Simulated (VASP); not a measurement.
# K (Pm-3m) in VASP: a series of runs, part 2 of 2

VASP 6.6.1. The steps go on from the part before.

## Step 3: Single point, PBEsol (volume scaled by 0.76)

INCAR

```
PREC     = Accurate       # precision mode
ENCUT    = 520            # plane-wave cutoff, eV
EDIFF    = 1E-6           # SCF threshold, eV
ISMEAR   = -1             # smearing method
SIGMA    = 0.1            # smearing width, eV
LREAL    = False          # projectors in reciprocal space
LASPH    = True           # aspherical terms in the spheres
NELM     = 60             # most SCF steps
ALGO     = Normal         # electronic algorithm
ISIF     = 2              # what is computed and relaxed
LWAVE    = False          # write WAVECAR
LCHARG   = True           # write CHGCAR
GGA      = PS             # functional
LELF     = True           # ELF
LVHAR    = True         
NBANDS   = 10             # bands
```

KPOINTS

```
regular mesh
0
Gamma
  9 9 9
```

POSCAR

```
K
1.0
    3.8828950300      0.0000000000      0.0000000000
    0.0000000000      3.8828950300      0.0000000000
    0.0000000000      0.0000000000      3.8828950300
K
1
Direct
    0.0000000000      0.0000000000      0.0000000000
```

Potentials or basis: VASP PAW PBE potentials, release 64 (K_sv).

Started as:

```bash
$ cat potpaw_PBE.64/K_sv/POTCAR > POTCAR
$ mpirun -np 1 vasp_std > vasp.out
```

OUTCAR:

```text
PREC = Accurate
   ENCUT = 520
   EDIFF = 1E-6
   ISMEAR = -1
   LREAL = False
   LASPH = True
   NELM = 60
   ISIF = 2
   GGA = PS

 ion  position               nearest neighbor table
   1  0.000  0.000  0.000-

  LATTYP: Found a simple cubic cell.
 ALAT       =     3.8828950300

  Lattice vectors:

 A1 = (   3.8828950300,   0.0000000000,   0.0000000000)
 A2 = (   0.0000000000,   3.8828950300,   0.0000000000)
 A3 = (   0.0000000000,   0.0000000000,   3.8828950300)

Analysis of symmetry for initial positions (statically):
=====================================================================
 Subroutine PRICEL returns:
 Original cell was already a primitive cell.

 Routine SETGRP: Setting up the symmetry group for a
 simple cubic supercell.

 Subroutine GETGRP returns: Found 48 space group operations
 (whereof 48 operations were pure point group operations)
 out of a pool of 48 trial point group operations.

The static configuration has the point symmetry O_h .

Analysis of symmetry for dynamics (positions and initial velocities):
=====================================================================
 Subroutine PRICEL returns:
 Original cell was already a primitive cell.

 Routine SETGRP: Setting up the symmetry group for a
 simple cubic supercell.

 Subroutine GETGRP returns: Found 48 space group operations
 (whereof 48 operations were pure point group operations)
 out of a pool of 48 trial point group operations.

The dynamic configuration has the point symmetry O_h .

 Subroutine INISYM returns: Found 48 space group operations
 (whereof 48 operations are pure point group operations),
 and found     1 'primitive' translations

----------------------------------------------------------------------------------------

                                     Primitive cell
[... 105 lines left out ...]
   EFERMI_NEDOS =   21; number of points for ismear=-14 and -15
   IALGO  =     38    algorithm
   IMIX   =      4    mixing-type and parameters
     AMIX     =   0.40;   BMIX     =  1.00
     AMIX_MAG =   1.60;   BMIX_MAG =  1.00
  volume/ion in A,a.u.               =      58.54       395.06
  Fermi-wavevector in a.u.,A,eV,Ry     =   0.877001  1.657291 10.464656  0.769131
  Thomas-Fermi vector in A             =   1.996889
   LORBIT       =      0    0 simple, 1 ext, 2 COOP (PROOUT), +10 PAW based schemes
   GGA     = PS    functional components
   LHFCALC =     F    Hartree Fock is set to
   AEXX    =    0.0000 exact exchange contribution
   IVDW    =     0    specifies the selected vdW correction
   LEPSILON=     F    determine dielectric tensor
   LRPA    =     F    only Hartree local field effects (RPA)
 non-spin polarized calculation
  energy-cutoff  :      520.00
  volume of cell :       58.54
 maximum number of plane-waves:      1588
 NGX is ok and might be reduce to    30
   NGX = 15   NGY = 15   NGZ = 15

 number of electron       9.0000002 magnetization

 Free energy of the ion-electron system (eV)
  ---------------------------------------------------
  ext. energy  EPLUGINS =         0.00000000
  ---------------------------------------------------
  free energy    TOTEN  =        -0.98096509 eV

  energy without entropy =       -0.95525121  energy(sigma->0) =       -0.96810815

 E-fermi :   0.4076     XC(G=0):  -6.2965

 val. band max:        0.3423183949   @ k =   0.3333   0.3333   0.1111
 cond. band min:       0.4768765866   @ k =   0.4444   0.2222   0.0000
 fundamental gap:      0.1345581917
 Fermi energy:         0.4075649134

 k-point     1 :       0.0000    0.0000    0.0000
  band No.  band energies     occupation
      1     -31.7091      2.00000
      2     -15.1568      2.00000
      3     -15.1568      2.00000
      4     -15.1568      2.00000
      5      -2.0793      2.00000
      6       3.2846      0.00000
      7       3.2846      0.00000
      8       7.2911      0.00000
      9       7.2911      0.00000
     10       7.2911      0.00000
[... 287 lines left out ...]
 k-point    24 :       0.4444    0.3333    0.1111
  band No.  band energies     occupation
      1     -31.6801      2.00000
      2     -15.3501      2.00000
      3     -15.2967      2.00000
      4     -15.1478      2.00000
      5       0.9589      0.00803
      6       2.0880      0.00000
      7       3.4961      0.00000
      8       4.2389      0.00000
      9       5.7497      0.00000
     10       5.9819      0.00000

 [... further k-points ...]
[... 5 lines left out ...]
  --------------------------------------------------------------------------------------
  -------------------------------------------------------------------------------------
  Total        0.4570730      0.4570730      0.4570730     -0.0000000     -0.0000000      0.0000000
  in kB       12.5091895     12.5091895     12.5091895     -0.0000000     -0.0000000      0.0000000
  external PRESSURE =      12.5091895 kB  Pullay stress =       0.0000000 kB

 VOLUME and BASIS-vectors are now :
 -----------------------------------------------------------------------------
  energy-cutoff  :      520.00
  volume of cell :       58.54
      direct lattice vectors                 reciprocal lattice vectors
     3.882895030  0.000000000  0.000000000     0.257539798  0.000000000  0.000000000
     0.000000000  3.882895030  0.000000000     0.000000000  0.257539798  0.000000000
     0.000000000  0.000000000  3.882895030     0.000000000  0.000000000  0.257539798

 POSITION                                       TOTAL-FORCE (eV/Angst)
 -----------------------------------------------------------------------------------
      0.00000      0.00000      0.00000         0.000000      0.000000      0.000000
 -----------------------------------------------------------------------------------
    total drift:                                0.000000      0.000000     -0.000000

  FREE ENERGIE OF THE ION-ELECTRON SYSTEM (eV)
  ---------------------------------------------------
  free  energy   TOTEN  =        -0.9809650894 eV

  energy  without entropy=       -0.9552512083  energy(sigma->0) =       -0.96810815
```

OSZICAR:

```text
N       E                     dE             d eps       ncg     rms          rms(c)
DAV:   1     0.475815502747E+02    0.47582E+02   -0.37723E+03   700   0.719E+02
DAV:   2     0.580389242944E+00   -0.47001E+02   -0.46375E+02   764   0.197E+02
DAV:   3    -0.928544718081E+00   -0.15089E+01   -0.15043E+01  1082   0.285E+01
DAV:   4    -0.988403735160E+00   -0.59859E-01   -0.59516E-01   976   0.432E+00
DAV:   5    -0.989937899753E+00   -0.15342E-02   -0.15340E-02  1058   0.522E-01    0.269E+00
DAV:   6    -0.983514164233E+00    0.64237E-02   -0.76748E-03   868   0.652E-01    0.179E+00
DAV:   7    -0.981064012170E+00    0.24502E-02   -0.14491E-02   826   0.777E-01    0.151E-01
DAV:   8    -0.980970515585E+00    0.93497E-04   -0.20810E-03   966   0.462E-01    0.589E-02
DAV:   9    -0.980970732829E+00   -0.21724E-06   -0.28487E-05   946   0.465E-02    0.560E-02
DAV:  10    -0.980965976551E+00    0.47563E-05   -0.13237E-05   824   0.262E-02    0.520E-03
DAV:  11    -0.980965089446E+00    0.88711E-06   -0.14551E-06   866   0.856E-03
   1 F= -.98096509E+00 E0= -.96810815E+00  d E =-.257139E-01
```

stdout:

```text
POSCAR found type information on POSCAR K
 POSCAR found :  1 types and       1 ions
 scaLAPACK will be used
 -----------------------------------------------------------------------------
|                                                                             |
|                                                                             |
|     You enforced a specific xc type in the INCAR file but a different       |
|     I HOPE YOU KNOW WHAT YOU ARE DOING!                                     |
|                                                                             |
 -----------------------------------------------------------------------------

 LDA part: xc-table for (Slater+PW92), standard interpolation
 POSCAR, INCAR and KPOINTS ok, starting setup
 FFT: planning ... GRIDC
 FFT: planning ... GRID_SOFT
 FFT: planning ... GRID
 WAVECAR not read
 entering main loop
```

Run time: 7.3 s. Hardware: 1 thread of Intel Xeon 6975P-C (Granite Rapids), shared host; peak memory 0.17 GiB.

What came out:

* Free energy: -0.9810 eV
* Pressure: 1.3 GPa

Caveat: the PAW data sets were made with another functional, which shifts forces and pressure a little.

## Step 4: Single point, PBEsol (volume scaled by 0.92)

INCAR

```
ALGO = Normal ; EDIFF = 1E-6
ENCUT = 520 ; GGA = PS
ISIF = 2 ; ISMEAR = -1
LASPH = T ; LCHARG = F
LREAL = F ; LWAVE = F
NBANDS = 10 ; NELM = 100
PREC = Accurate ; SIGMA = 0.1
```

KPOINTS

```
k-points
0
Gamma
  9 9 9
```

POSCAR

```
K
1.0
    4.1382214582      0.0000000000      0.0000000000
    0.0000000000      4.1382214582      0.0000000000
    0.0000000000      0.0000000000      4.1382214582
K
1
Direct
    0.0000000000      0.0000000000      0.0000000000
```

Potentials or basis: VASP PAW PBE potentials, release 64 (K_sv).

Started as:

```bash
$ cat potpaw_PBE.64/K_sv/POTCAR > POTCAR
$ mpirun -np 1 vasp_std > vasp.out
```

OUTCAR:

```text
EDIFF = 1E-6
   ENCUT = 520
   GGA = PS
   ISIF = 2
   ISMEAR = -1
   LASPH = T
   LREAL = F
   NELM = 100
   PREC = Accurate

 ion  position               nearest neighbor table
   1  0.000  0.000  0.000-

  LATTYP: Found a simple cubic cell.
 ALAT       =     4.1382214582

  Lattice vectors:

 A1 = (   4.1382214582,   0.0000000000,   0.0000000000)
 A2 = (   0.0000000000,   4.1382214582,   0.0000000000)
 A3 = (   0.0000000000,   0.0000000000,   4.1382214582)

Analysis of symmetry for initial positions (statically):
=====================================================================
 Subroutine PRICEL returns:
 Original cell was already a primitive cell.

 Routine SETGRP: Setting up the symmetry group for a
 simple cubic supercell.

 Subroutine GETGRP returns: Found 48 space group operations
 (whereof 48 operations were pure point group operations)
 out of a pool of 48 trial point group operations.

The static configuration has the point symmetry O_h .

Analysis of symmetry for dynamics (positions and initial velocities):
[... 164 lines left out ...]
 k-point     1 :       0.0000    0.0000    0.0000
  band No.  band energies     occupation
      1     -32.2163      2.00000
      2     -15.7036      2.00000
      3     -15.7036      2.00000
      4     -15.7036      2.00000
      5      -2.2767      2.00000
      6       2.8383      0.00000
      7       2.8383      0.00000
      8       6.3740      0.00000
      9       6.3740      0.00000
     10       6.3744      0.00000
[... 287 lines left out ...]
 k-point    24 :       0.4444    0.3333    0.1111
  band No.  band energies     occupation
      1     -32.2032      2.00000
      2     -15.8117      2.00000
      3     -15.7820      2.00000
      4     -15.6991      2.00000
      5       0.5156      0.00579
      6       1.4264      0.00000
      7       2.7768      0.00000
      8       3.4838      0.00000
      9       4.9288      0.00000
     10       5.1780      0.00000

 [... further k-points ...]

------------------------ aborting loop because EDIFF is reached ----------------------------------------

  FORCE on cell =-STRESS in cart. coord.  units (eV):
  Direction    XX          YY          ZZ          XY          YZ          ZX
  --------------------------------------------------------------------------------------
  -------------------------------------------------------------------------------------
  Total        0.1028021      0.1028021      0.1028021      0.0000000      0.0000000     -0.0000000
  in kB        2.3241895      2.3241895      2.3241895      0.0000000      0.0000000     -0.0000000
  external PRESSURE =       2.3241895 kB  Pullay stress =       0.0000000 kB

 VOLUME and BASIS-vectors are now :
 -----------------------------------------------------------------------------
  energy-cutoff  :      520.00
  volume of cell :       70.87
      direct lattice vectors                 reciprocal lattice vectors
     4.138221458  0.000000000  0.000000000     0.241649706  0.000000000  0.000000000
     0.000000000  4.138221458  0.000000000     0.000000000  0.241649706  0.000000000
     0.000000000  0.000000000  4.138221458     0.000000000  0.000000000  0.241649706

 POSITION                                       TOTAL-FORCE (eV/Angst)
 -----------------------------------------------------------------------------------
      0.00000      0.00000      0.00000         0.000000      0.000000      0.000000
 -----------------------------------------------------------------------------------
    total drift:                                0.000000     -0.000000      0.000000

  FREE ENERGIE OF THE ION-ELECTRON SYSTEM (eV)
  ---------------------------------------------------
  free  energy   TOTEN  =        -1.0335610501 eV

  energy  without entropy=       -1.0069839357  energy(sigma->0) =       -1.02027249
```

stdout:

```text
POSCAR found type information on POSCAR K
 POSCAR found :  1 types and       1 ions
 scaLAPACK will be used
 -----------------------------------------------------------------------------
|                                                                             |
|                                                                             |
|     You enforced a specific xc type in the INCAR file but a different       |
|     I HOPE YOU KNOW WHAT YOU ARE DOING!                                     |
|                                                                             |
 -----------------------------------------------------------------------------

 LDA part: xc-table for (Slater+PW92), standard interpolation
 POSCAR, INCAR and KPOINTS ok, starting setup
 FFT: planning ... GRIDC
 FFT: planning ... GRID_SOFT
 FFT: planning ... GRID
 WAVECAR not read
 entering main loop
```

Run time: 7 s. Hardware: 1 thread of Intel Xeon 6975P-C (Granite Rapids), shared host; peak memory 0.18 GiB.

What came out:

- Free energy: -1.0336 eV
- Pressure: 0.2 GPa

Levels at points of the mesh, in eV from the Fermi level:
| k point | band 1 | band 2 | band 3 | band 4 | band 5 | band 6 | band 7 | band 8 | band 9 | band 10 |
| --- | --- | --- | --- | --- | --- | --- | --- | --- | --- | --- |
| (0.00, 0.00, 0.00) | -32.15 | -15.63 | -15.63 | -15.63 | -2.21 | 2.91 | 2.91 | 6.44 | 6.44 | 6.44 |

Caveat: the PAW data sets were made with another functional, which shifts forces and pressure a little.

## Step 5: Summary

```csv
cell,gap on the mesh (eV),pressure (GPa)
"a = 3.742 Å, 1 atom",none,2.2
"a = 3.883 Å, 1 atom",none,1.3
"a = 4.138 Å, 1 atom",none,0.2
```

Alike in all rows: task single point; level PBEsol; potentials or basis VASP PAW PBE potentials, release 64 (K_sv); no spin polarisation; k mesh 9 × 9 × 9; cutoff (eV) 520; smearing fermi-dirac 0.1 eV.

Caveats: the PAW data sets were made with another functional, which shifts forces and pressure a little.

Total energies depend on the potentials used, so only differences within one code and one set of settings carry meaning.
